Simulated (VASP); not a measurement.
# KBr (Fm-3m) in VASP: notebook, part 2 of 2

VASP 6.6.1.

### Step 5. Single point, r2SCAN+D3(BJ), non-collinear spin, zero start, spin-orbit coupling

POSCAR

```
KBr
1.0
    0.0000000000      3.3000000000      3.3000000000
    3.3000000000      0.0000000000      3.3000000000
    3.3000000000      3.3000000000      0.0000000000
Br K
1 1
Direct
    0.5000000000      0.5000000000      0.5000000000
    0.0000000000      0.0000000000      0.0000000000
```

INCAR.step1

```
SYSTEM = KBr
ALGO = Normal
EDIFF = 1E-4
ENCUT = 520
GGA = PE
GGA_COMPAT = .FALSE.
ISMEAR = 0
LASPH = .TRUE.
LCHARG = .FALSE.
LREAL = .FALSE.
LSORBIT = .TRUE.
LWAVE = .TRUE.
MAGMOM = 0 0 0 0 0 0
NBANDS = 28
NELM = 150
PREC = Accurate
SIGMA = 0.01
```

INCAR.step2

```
SYSTEM = KBr
ALGO = Normal
EDIFF = 1E-6
ENCUT = 520
GGA_COMPAT = .FALSE.
ISIF = 2
ISMEAR = 0
ISTART = 1
IVDW = 12
LASPH = .TRUE.
LCHARG = .FALSE.
LMIXTAU = .TRUE.
LORBIT = 11
LORBMOM = .TRUE.
LREAL = .FALSE.
LSORBIT = .TRUE.
LWAVE = .FALSE.
MAGMOM = 0 0 0 0 0 0
METAGGA = R2SCAN
NBANDS = 28
NELM = 150
PREC = Accurate
SIGMA = 0.01
VDW_A1 = 0.49484001
VDW_A2 = 5.73083694
VDW_S6 = 1.0
VDW_S8 = 0.78981345
```

KPOINTS

```
k-points
0
G
  7 7 7
  0 0 0
```

Potentials or basis: VASP PAW PBE potentials, release 64 (Br, K_sv).

On the command line:

```console
$ cat potpaw_PBE.64/Br/POTCAR potpaw_PBE.64/K_sv/POTCAR > POTCAR
$ cp INCAR.step1 INCAR
$ mpirun -np 1 vasp_ncl > vasp.out
$ cp INCAR.step2 INCAR
$ mpirun -np 1 vasp_ncl > vasp.out
```

OUTCAR:

```text
SYSTEM = KBr
   EDIFF = 1E-6
   ENCUT = 520
   ISIF = 2
   ISMEAR = 0
   ISTART = 1
   IVDW = 12
   LASPH = .TRUE.
   LORBIT = 11
   LREAL = .FALSE.
   LSORBIT = .TRUE.
   METAGGA = R2SCAN
   NELM = 150
   PREC = Accurate
 IVDW          = 12

 ion  position               nearest neighbor table
   1  0.500  0.500  0.500-   2 3.30   2 3.30   2 3.30   2 3.30   2 3.30   2 3.30
   2  0.000  0.000  0.000-   1 3.30   1 3.30   1 3.30   1 3.30   1 3.30   1 3.30

  LATTYP: Found a face centered cubic cell.
 ALAT       =     6.6000000000

  Lattice vectors:

 A1 = (   0.0000000000,   3.3000000000,   3.3000000000)
 A2 = (   3.3000000000,   0.0000000000,   3.3000000000)
 A3 = (   3.3000000000,   3.3000000000,   0.0000000000)

Analysis of symmetry for initial positions (statically):
=====================================================================
 Subroutine PRICEL returns:
 Original cell was already a primitive cell.

 Routine SETGRP: Setting up the symmetry group for a
 face centered cubic supercell.

 Subroutine GETGRP returns: Found 48 space group operations
 (whereof 48 operations were pure point group operations)
[... 884 lines left out ...]
     0.0000000     0.0000000     0.0000000     0.0000000     0.0000000     0.0000000     0.0000000
     0.0000000     0.0000000     0.0000000     0.0000000     0.0000000     0.0000000     0.0000000
     0.0000000     0.0000000     0.0000000     0.0000000     0.0000000     0.0000000     0.0000000
     0.0000000     0.0000000     0.0000000     0.0000000     0.0000000     0.0000000     0.0000000
     0.0000000     0.0000000     0.0000000     0.0000000     0.0000000     0.0000000     0.0000000

 Ion:    2  E_soc:     -0.0072094
 l=   1
     0.0000000    -0.0012006    -0.0012006
    -0.0012006     0.0000000    -0.0012006
    -0.0012006    -0.0012006     0.0000000
 l=   2
     0.0000000     0.0000001     0.0000000     0.0000001    -0.0000011
     0.0000001     0.0000000    -0.0000008     0.0000001    -0.0000003
     0.0000000    -0.0000008     0.0000000    -0.0000008     0.0000000
     0.0000001     0.0000001    -0.0000008     0.0000000    -0.0000003
    -0.0000011    -0.0000003     0.0000000    -0.0000003     0.0000000
 l=   3
     0.0000000     0.0000000     0.0000000     0.0000000     0.0000000     0.0000000     0.0000000
     0.0000000     0.0000000     0.0000000     0.0000000     0.0000000     0.0000000     0.0000000
     0.0000000     0.0000000     0.0000000     0.0000000     0.0000000     0.0000000     0.0000000
     0.0000000     0.0000000     0.0000000     0.0000000     0.0000000     0.0000000     0.0000000
     0.0000000     0.0000000     0.0000000     0.0000000     0.0000000     0.0000000     0.0000000
     0.0000000     0.0000000     0.0000000     0.0000000     0.0000000     0.0000000     0.0000000
     0.0000000     0.0000000     0.0000000     0.0000000     0.0000000     0.0000000     0.0000000

 total charge

# of ion       s       p       d       tot
------------------------------------------
    1        1.594   3.339   0.001   4.934
    2        1.958   5.680   0.022   7.660
--------------------------------------------------
tot          3.552   9.019   0.023  12.594

 magnetization (x)

# of ion       s       p       d       tot
------------------------------------------
    1        0.000   0.000   0.000   0.000
    2        0.000  -0.000   0.000  -0.000
--------------------------------------------------
tot          0.000   0.000   0.000   0.000

 magnetization (y)

# of ion       s       p       d       tot
------------------------------------------
    1        0.000   0.000   0.000   0.000
    2       -0.000   0.000   0.000  -0.000
--------------------------------------------------
tot         -0.000   0.000   0.000   0.000

 magnetization (z)

# of ion       s       p       d       tot
------------------------------------------
    1       -0.000   0.000   0.000   0.000
    2        0.000   0.000   0.000   0.000
--------------------------------------------------
tot         -0.000   0.000   0.000   0.000
```

OUTCAR.step1:

```text
SYSTEM = KBr
   EDIFF = 1E-4
   ENCUT = 520
   GGA = PE
   ISMEAR = 0
   LASPH = .TRUE.
[... 900 lines left out ...]
     0.0000000     0.0000000     0.0000000     0.0000000     0.0000000     0.0000000     0.0000000
     0.0000000     0.0000000     0.0000000     0.0000000     0.0000000     0.0000000     0.0000000
     0.0000000     0.0000000     0.0000000     0.0000000     0.0000000     0.0000000     0.0000000
     0.0000000     0.0000000     0.0000000     0.0000000     0.0000000     0.0000000     0.0000000
     0.0000000     0.0000000     0.0000000     0.0000000     0.0000000     0.0000000     0.0000000
     0.0000000     0.0000000     0.0000000     0.0000000     0.0000000     0.0000000     0.0000000

=======================================================================

 ========================================================
```

Wall time 15 min (1 thread of Oxide Virtual Turin-like, shared host); peak memory 0.45 GiB.

Results:

```yaml
Free_energy: -23.4742 eV
Pressure: -0.4 GPa
Net_moment: 0.00 μB per cell
Valence_electrons_inside_the_program's_atomic_spheres: Br 4.93; K 7.66
Dispersion_energy_per_atom: -0.099 eV
```

Moments on the atoms (μB; x, y, z):
```
Br  0.00 0.00 0.00
K   0.00 0.00 0.00
```

Caveat: three body term missing; the PAW data sets were made with another functional, which shifts forces and pressure a little.

### Step 6. Overview

```tsv
task	level	spin	cell	k mesh	cutoff (eV)	smearing	grid for exact exchange (PRECFOCK)	share of exact exchange	pressure (GPa)	moment (μB)
single point	PBE0	non-collinear, zero start, SOC	a = 4.667 Å, angles 60.0°, 2 atoms	3 × 3 × 3	520	fermi-dirac 0.05 eV	Normal	0.25	0.4	0.00
relaxation of cell and atoms	PBE0	off	relaxed from a = 4.667 Å, angles 60.0°, 2 atoms	4 × 4 × 4	600	fermi-dirac 0.05 eV	Normal	0.25	0.0	-
single point	r2SCAN+D3(BJ)	non-collinear, zero start, SOC	a = 4.638 Å, angles 60.0°, 2 atoms	7 × 7 × 7	520	gaussian 0.01 eV	-	-	-0.1	0.00
single point	r2SCAN+D3(BJ)	non-collinear, zero start, SOC	a = 4.667 Å, angles 60.0°, 2 atoms	7 × 7 × 7	520	gaussian 0.01 eV	-	-	-0.4	0.00
```

Alike in all rows: potentials or basis VASP PAW PBE potentials, release 64 (Br, K_sv).

Caveats: some runs use coarse meshes; the PAW data sets were made with another functional, which shifts forces and pressure a little; three body term missing (at least some runs).

Absolute energies hang on the potentials; compare differences alone.
